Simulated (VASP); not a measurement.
# W (Im-3m) in VASP: a series of runs

The runs below take W through single point, with r2SCAN.

Everything below comes from runs of VASP 6.6.1. Logs are shortened: lines on timing, memory, paths and dates and some standing lists are left out, and cuts for length are marked.

## 1. The cell of the first run

Symmetry: Im-3m, No. 229, cubic system. Conventional cell: a = 3.165 Å, b = 3.165 Å, c = 3.165 Å, α = 90.00°, β = 90.00°, γ = 90.00°. W (site symmetry m-3m) has 14 W at 2.74 to 3.16 Å within 3.6 Å.

## 2. Single point, r2SCAN

File POSCAR:

```
W
1.0
   -1.5823450000      1.5823450000      1.5823450000
    1.5823450000     -1.5823450000      1.5823450000
    1.5823450000      1.5823450000     -1.5823450000
W
1
Direct
    0.0000000000      0.0000000000      0.0000000000
```

File INCAR.step1:

```
SYSTEM = W
ALGO = Normal
EDIFF = 1E-4
ENCUT = 520
GGA = PE
ISMEAR = 1
LASPH = .True.
LCHARG = .False.
LREAL = .False.
LWAVE = .True.
NBANDS = 13
NELM = 80
PREC = Accurate
SIGMA = 0.05
```

File INCAR.step2:

```
SYSTEM = W
ALGO = Normal
EDIFF = 1E-7
ENCUT = 520
ISIF = 2
ISMEAR = 1
ISTART = 1
LASPH = .True.
LCHARG = .True.
LELF = .True.
LMIXTAU = .True.
LREAL = .False.
LVHAR = .True.
LWAVE = .False.
METAGGA = R2SCAN
NBANDS = 13
NELM = 80
PREC = Accurate
SIGMA = 0.05
```

File KPOINTS:

```
k-points
0
Gamma
  13 13 13
  0 0 0
```

Potentials or basis: VASP PAW PBE potentials, release 64 (W_sv).

On the command line:

```sh
cat potpaw_PBE.64/W_sv/POTCAR > POTCAR
cp INCAR.step1 INCAR
mpirun -np 1 vasp_std > vasp.out
cp INCAR.step2 INCAR
mpirun -np 1 vasp_std > vasp.out
```

OUTCAR:

```text
SYSTEM = W
   EDIFF = 1E-7
   ENCUT = 520
   ISIF = 2
   ISMEAR = 1
   ISTART = 1
   LASPH = .True.
   LREAL = .False.
   METAGGA = R2SCAN
   NELM = 80
   PREC = Accurate

 ion  position               nearest neighbor table
   1  0.000  0.000  0.000-

  LATTYP: Found a body centered cubic cell.
 ALAT       =     3.1646900000

  Lattice vectors:

 A1 = (  -1.5823450000,   1.5823450000,   1.5823450000)
 A2 = (   1.5823450000,  -1.5823450000,   1.5823450000)
 A3 = (   1.5823450000,   1.5823450000,  -1.5823450000)

Analysis of symmetry for initial positions (statically):
=====================================================================
 Subroutine PRICEL returns:
 Original cell was already a primitive cell.

 Routine SETGRP: Setting up the symmetry group for a
 body centered cubic supercell.

 Subroutine GETGRP returns: Found 48 space group operations
 (whereof 48 operations were pure point group operations)
 out of a pool of 48 trial point group operations.

The static configuration has the point symmetry O_h .

Analysis of symmetry for dynamics (positions and initial velocities):
=====================================================================
 Subroutine PRICEL returns:
 Original cell was already a primitive cell.

 Routine SETGRP: Setting up the symmetry group for a
 body centered cubic supercell.

 Subroutine GETGRP returns: Found 48 space group operations
 (whereof 48 operations were pure point group operations)
 out of a pool of 48 trial point group operations.

The dynamic configuration has the point symmetry O_h .

 Subroutine INISYM returns: Found 48 space group operations
 (whereof 48 operations are pure point group operations),
 and found     1 'primitive' translations

----------------------------------------------------------------------------------------

                                     Primitive cell

  volume of cell :      15.8476

  direct lattice vectors                    reciprocal lattice vectors
    -1.582345000  1.582345000  1.582345000     0.000000000  0.315986716  0.315986716
     1.582345000 -1.582345000  1.582345000     0.315986716  0.000000000  0.315986716
     1.582345000  1.582345000 -1.582345000     0.315986716  0.315986716  0.000000000

  length of vectors
     2.740701935  2.740701935  2.740701935     0.446872699  0.446872699  0.446872699

  position of ions in fractional coordinates (direct lattice)
     0.000000000  0.000000000  0.000000000

  ion indices of the primitive-cell ions
   primitive index   ion index
                 1           1

----------------------------------------------------------------------------------------

 KPOINTS: k-points

Automatic generation of k-mesh.
 Grid dimensions read from file:
 generate k-points for:   13   13   13

 Generating k-lattice:

  Cartesian coordinates                     Fractional coordinates (reciprocal lattice)
     0.000000000  0.024306670  0.024306670     0.076923077  0.000000000  0.000000000
     0.024306670  0.000000000  0.024306670     0.000000000  0.076923077  0.000000000
     0.024306670  0.024306670  0.000000000     0.000000000  0.000000000  0.076923077

  Length of vectors
     0.034374823  0.034374823  0.034374823

  Shift w.r.t. Gamma in fractional coordinates (k-lattice)
     0.000000000  0.000000000  0.000000000

 Subroutine IBZKPT returns following result:
 ===========================================

 Found     84 irreducible k-points:

 Following reciprocal coordinates:
            Coordinates               Weight
  0.000000  0.000000  0.000000      1.000000
  0.076923  0.000000  0.000000     12.000000
  0.153846  0.000000  0.000000     12.000000
  0.230769  0.000000  0.000000     12.000000
  0.307692  0.000000  0.000000     12.000000
  0.384615  0.000000  0.000000     12.000000
[... 16 lines left out ...]
  0.153846  0.076923  0.076923     24.000000
  0.230769  0.076923  0.076923     24.000000
 [... further k-points ...]
   k-points           NKPTS =     84   k-points in BZ     NKDIM =     84   number of bands    NBANDS=     13
   number of dos      NEDOS =    301   number of ions     NIONS =      1
   total plane-waves  NPLWV =   8000
   dimension x,y,z NGX =    20 NGY =   20 NGZ =   20
   dimension x,y,z NGXF=    40 NGYF=   40 NGZF=   40
   ions per type =               1
   NGX,Y,Z   is equivalent  to a cutoff of  12.13, 12.13, 12.13 a.u.
   NGXF,Y,Z  is equivalent  to a cutoff of  24.26, 24.26, 24.26 a.u.
 SYSTEM =  W
   PREC   = accura    normal or accurate (medium, high low for compatibility)
   ISTART =      1    job   : 0-new  1-cont  2-samecut
   ICHARG =      0    charge: 1-file 2-atom 10-const
   ISPIN  =      1    spin polarized calculation?
   LNONCOLLINEAR =      F non collinear calculations
   LSORBIT =      F    spin-orbit coupling
   LASPH  =      T    aspherical Exc in radial PAW
   ENCUT  =  520.0 eV  38.22 Ry    6.18 a.u.   5.10  5.10  5.10*2*pi/ulx,y,z
   NELM   =     80;   NELMIN=  2; NELMDL=  0     # of ELM steps
   EDIFF  = 0.1E-06   stopping-criterion for ELM
   LREAL  =      F    real-space projection
   EDIFFG = 0.1E-05   stopping-criterion for IOM
   NSW    =      0    number of steps for IOM
   IBRION =     -1    ionic relax: 0-MD 1-quasi-New 2-CG
   NFREE  =      0    steps in history (QN), initial steepest desc. (CG)
   ISIF   =      2    stress and relaxation
   ISYM   =      2    0-nonsym 1-usesym 2-fastsym
   POTIM  = 0.5000    time-step for ionic-motion
   TEBEG  =    0.0;   TEEND  =   0.0 temperature during run
   PSTRESS=    0.0 pullay stress
   NELECT =      14.0000    total number of electrons
   NUPDOWN=      -1.0000    fix difference up-down
   EMIN   =  10.00;   EMAX   =-10.00  energy-range for DOS
   EFERMI =   0.00;   METHOD = LEGACY
   ISMEAR =     1;   SIGMA  =   0.05  broadening in eV -4-tet -1-fermi 0-gaus
   EFERMI_NEDOS =   21; number of points for ismear=-14 and -15
   IALGO  =     38    algorithm
   IMIX   =      4    mixing-type and parameters
     AMIX     =   0.40;   BMIX     =  1.00
     AMIX_MAG =   1.60;   BMIX_MAG =  1.00
  volume/ion in A,a.u.               =      15.85       106.94
  Fermi-wavevector in a.u.,A,eV,Ry     =   1.570832  2.968442 33.572544  2.467512
  Thomas-Fermi vector in A             =   2.672506
   LORBIT       =      0    0 simple, 1 ext, 2 COOP (PROOUT), +10 PAW based schemes
   METAGGA = R2SCAN    functional components
   LHFCALC =     F    Hartree Fock is set to
   AEXX    =    0.0000 exact exchange contribution
   IVDW    =     0    specifies the selected vdW correction
   LEPSILON=     F    determine dielectric tensor
   LRPA    =     F    only Hartree local field effects (RPA)
 non-spin polarized calculation
 Methfessel and Paxton  Order N= 1 SIGMA  =   0.05
  energy-cutoff  :      520.00
  volume of cell :       15.85
 maximum number of plane-waves:       438
   NGX = 11   NGY = 11   NGZ = 11

 number of electron      14.0000004 magnetization

 Free energy of the ion-electron system (eV)
  ---------------------------------------------------
  ext. energy  EPLUGINS =         0.00000000
  ---------------------------------------------------
  free energy    TOTEN  =       -51.36511553 eV

  energy without entropy =      -51.36501130  energy(sigma->0) =      -51.36508079

 E-fermi :  11.3294     XC(G=0): -14.9607

 val. band max:       11.3256422907   @ k =   0.4615   0.0769   0.0000
 cond. band min:      11.4105659064   @ k =  -0.4615   0.4615   0.2308
 fundamental gap:      0.0849236157
 Fermi energy:        11.3294158184

 k-point     1 :       0.0000    0.0000    0.0000
  band No.  band energies     occupation
      1     -64.8175      2.00000
      2     -27.6769      2.00000
      3     -27.6769      2.00000
      4     -27.6769      2.00000
      5       1.1631      2.00000
      6      10.0115      2.00000
      7      10.0115      2.00000
      8      10.0115      2.00000
      9      13.8583      0.00000
     10      13.8583      0.00000
     11      26.5538      0.00000
     12      26.5538      0.00000
     13      26.5538      0.00000

 k-point     2 :       0.0769    0.0000    0.0000
  band No.  band energies     occupation
      1     -64.8089      2.00000
      2     -27.7622      2.00000
      3     -27.7033      2.00000
      4     -27.6774      2.00000
      5       1.4608      2.00000
      6       9.8294      2.00000
      7       9.9640      2.00000
      8      10.2990      2.00000
      9      13.5755      0.00000
     10      13.8581      0.00000
     11      26.8012      0.00000
     12      27.0616      0.00000
     13      27.2580      0.00000

 k-point     3 :       0.1538    0.0000    0.0000
  band No.  band energies     occupation
      1     -64.7850      2.00000
      2     -27.9936      2.00000
      3     -27.7757      2.00000
      4     -27.6786      2.00000
      5       2.2880      2.00000
      6       9.3606      2.00000
      7       9.7439      2.00000
      8      11.1426      2.00000
      9      13.1379      0.00000
     10      13.8851      0.00000
     11      27.2698      0.00000
     12      28.5001      0.00000
     13      28.7213      0.00000

 k-point     4 :       0.2308    0.0000    0.0000
  band No.  band energies     occupation
      1     -64.7512      2.00000
      2     -28.3092      2.00000
      3     -27.8762      2.00000
      4     -27.6803      2.00000
      5       3.4154      2.00000
      6       8.7710      2.00000
      7       9.3961      2.00000
      8      12.4826      0.00000
      9      13.0876      0.00000
     10      13.9941      0.00000
     11      27.0320      0.00000
     12      28.9255      0.00000
     13      30.6771      0.00000

 k-point     5 :       0.3077    0.0000    0.0000
  band No.  band energies     occupation
      1     -64.7152      2.00000
      2     -28.6317      2.00000
      3     -27.9811      2.00000
      4     -27.6822      2.00000
      5       4.3708      2.00000
      6       8.2142      2.00000
      7       9.4759      2.00000
      8      13.3848      0.00000
      9      14.1992      0.00000
     10      14.2130      0.00000
     11      25.7392      0.00000
     12      26.9912      0.00000
     13      33.3756      0.00000
[... 257 lines left out ...]
 k-point    22 :       0.0769    0.0769    0.0769
  band No.  band energies     occupation
      1     -64.7711      2.00000
      2     -28.1500      2.00000
      3     -27.7371      2.00000
      4     -27.7371      2.00000
      5       2.8014      2.00000
      6       9.1583      2.00000
      7       9.1583      2.00000
      8      12.0461     -0.00000
      9      13.5382      0.00000
     10      13.5382      0.00000
     11      27.6636      0.00000
     12      28.8698      0.00000
     13      28.8698      0.00000

 k-point    23 :       0.1538    0.0769    0.0769
  band No.  band energies     occupation
      1     -64.7406      2.00000
      2     -28.4129      2.00000
      3     -27.8442      2.00000
      4     -27.7446      2.00000
      5       3.9148      2.00000
      6       8.5654      2.00000
      7       8.7499      2.00000
      8      13.3751      0.00000
      9      13.6019      0.00000
     10      13.9194      0.00000
     11      27.7835      0.00000
     12      28.7732      0.00000
     13      29.3648      0.00000

 k-point    24 :       0.2308    0.0769    0.0769
  band No.  band energies     occupation
      1     -64.7080      2.00000
      2     -28.6624      2.00000
      3     -27.9789      2.00000
      4     -27.7526      2.00000
      5       4.9409      2.00000
      6       8.0606      2.00000
      7       8.7503      2.00000
      8      13.5558      0.00000
      9      14.2625      0.00000
     10      15.4228      0.00000
     11      26.3441      0.00000
     12      26.7127      0.00000
     13      30.6800      0.00000

 [... further k-points ...]
[... 5 lines left out ...]
  --------------------------------------------------------------------------------------
  -------------------------------------------------------------------------------------
  Total        0.2181200      0.2181200      0.2181200      0.0000000      0.0000000      0.0000000
  in kB       22.0517274     22.0517274     22.0517274      0.0000000      0.0000000      0.0000000
  external PRESSURE =      22.0517274 kB  Pullay stress =       0.0000000 kB

 VOLUME and BASIS-vectors are now :
 -----------------------------------------------------------------------------
  energy-cutoff  :      520.00
  volume of cell :       15.85
      direct lattice vectors                 reciprocal lattice vectors
    -1.582345000  1.582345000  1.582345000     0.000000000  0.315986716  0.315986716
     1.582345000 -1.582345000  1.582345000     0.315986716  0.000000000  0.315986716
     1.582345000  1.582345000 -1.582345000     0.315986716  0.315986716  0.000000000

 POSITION                                       TOTAL-FORCE (eV/Angst)
 -----------------------------------------------------------------------------------
      0.00000      0.00000      0.00000        -0.000000      0.000000     -0.000000
 -----------------------------------------------------------------------------------
    total drift:                                0.000000      0.000000      0.000000

  FREE ENERGIE OF THE ION-ELECTRON SYSTEM (eV)
  ---------------------------------------------------
  free  energy   TOTEN  =       -51.3651155310 eV

  energy  without entropy=      -51.3650112955  energy(sigma->0) =      -51.36508079
```

Wall time 25 s (1 thread of Intel Xeon 6975P-C (Granite Rapids), shared host); peak memory 0.14 GiB.

What came out:

```yaml
Free_energy: -51.3651 eV
Pressure: 2.2 GPa
Band_gap_on_the_k_mesh: zero (band 7 reaches 15.95 eV, above the bottom of band 8 at 10.01 eV)
```

Caveat: the PAW data sets were made with another functional, which shifts forces and pressure a little; spin-orbit coupling is left out, which moves the levels of the heavy elements.

## 3. Single point, r2SCAN

This run uses another cell than the first one, of 16.24 Å³/atom, 1.025 times its volume.

File POSCAR:

```
W
1.0
   -1.5954228245      1.5954228245      1.5954228245
    1.5954228245     -1.5954228245      1.5954228245
    1.5954228245      1.5954228245     -1.5954228245
W
1
Direct
    0.0000000000      0.0000000000      0.0000000000
```

File INCAR.step1:

```
ALGO = Normal
EDIFF = 1E-4
ENCUT = 520
GGA = PE
ISMEAR = 1
LASPH = True
LCHARG = False
LREAL = False
LWAVE = True
NBANDS = 13
NELM = 80
PREC = Accurate
SIGMA = 0.05
```

File INCAR.step2:

```
ALGO = Normal
EDIFF = 1E-7
ENCUT = 520
ISIF = 2
ISMEAR = 1
ISTART = 1
LASPH = True
LCHARG = False
LMIXTAU = True
LREAL = False
LWAVE = False
METAGGA = R2SCAN
NBANDS = 13
NELM = 80
PREC = Accurate
SIGMA = 0.05
```

File KPOINTS:

```
k-points
0
Gamma
  13 13 13
```

Potentials or basis: VASP PAW PBE potentials, release 64 (W_sv).

On the command line:

```sh
cat potpaw_PBE.64/W_sv/POTCAR > POTCAR
cp INCAR.step1 INCAR
mpirun -np 1 vasp_std > vasp.out
cp INCAR.step2 INCAR
mpirun -np 1 vasp_std > vasp.out
```

OUTCAR:

```text
EDIFF = 1E-7
   ENCUT = 520
   ISIF = 2
   ISMEAR = 1
   ISTART = 1
   LASPH = True
   LREAL = False
   METAGGA = R2SCAN
   NELM = 80
   PREC = Accurate

 ion  position               nearest neighbor table
   1  0.000  0.000  0.000-

  LATTYP: Found a body centered cubic cell.
 ALAT       =     3.1908456490

  Lattice vectors:

 A1 = (  -1.5954228245,   1.5954228245,   1.5954228245)
 A2 = (   1.5954228245,  -1.5954228245,   1.5954228245)
 A3 = (   1.5954228245,   1.5954228245,  -1.5954228245)

Analysis of symmetry for initial positions (statically):
[... 554 lines left out ...]
      6       7.8112      2.00000
      7       8.4548      2.00000
      8      13.1470      0.00000
      9      13.8338      0.00000
     10      14.9290      0.00000
     11      25.8253      0.00000
     12      25.9859      0.00000
     13      29.8927      0.00000

 [... further k-points ...]
[... 5 lines left out ...]
  --------------------------------------------------------------------------------------
  -------------------------------------------------------------------------------------
  Total       -0.5723818     -0.5723818     -0.5723818      0.0000000      0.0000000      0.0000000
  in kB      -56.4558571    -56.4558571    -56.4558571      0.0000000      0.0000000      0.0000000
  external PRESSURE =     -56.4558571 kB  Pullay stress =       0.0000000 kB

 VOLUME and BASIS-vectors are now :
 -----------------------------------------------------------------------------
  energy-cutoff  :      520.00
  volume of cell :       16.24
      direct lattice vectors                 reciprocal lattice vectors
    -1.595422824  1.595422824  1.595422824     0.000000000  0.313396544  0.313396544
     1.595422824 -1.595422824  1.595422824     0.313396544  0.000000000  0.313396544
     1.595422824  1.595422824 -1.595422824     0.313396544  0.313396544  0.000000000

 POSITION                                       TOTAL-FORCE (eV/Angst)
 -----------------------------------------------------------------------------------
      0.00000      0.00000      0.00000         0.000000      0.000000      0.000000
 -----------------------------------------------------------------------------------
    total drift:                                0.000000      0.000000     -0.000000

  FREE ENERGIE OF THE ION-ELECTRON SYSTEM (eV)
  ---------------------------------------------------
  free  energy   TOTEN  =       -51.3608656438 eV

  energy  without entropy=      -51.3607289008  energy(sigma->0) =      -51.36082006
```

Wall time 27 s (1 thread of Intel Xeon 6975P-C (Granite Rapids), shared host); peak memory 0.15 GiB.

What came out:

```
Free energy            : -51.3609 eV
Pressure               : -5.6 GPa
Band gap on the k mesh : zero (band 7 reaches 15.45 eV, above the bottom of band 8 at 9.70 eV)
```

Caveat: the PAW data sets were made with another functional, which shifts forces and pressure a little; spin-orbit coupling is left out, which moves the levels of the heavy elements.

(Part 1 of 2 ends here.)
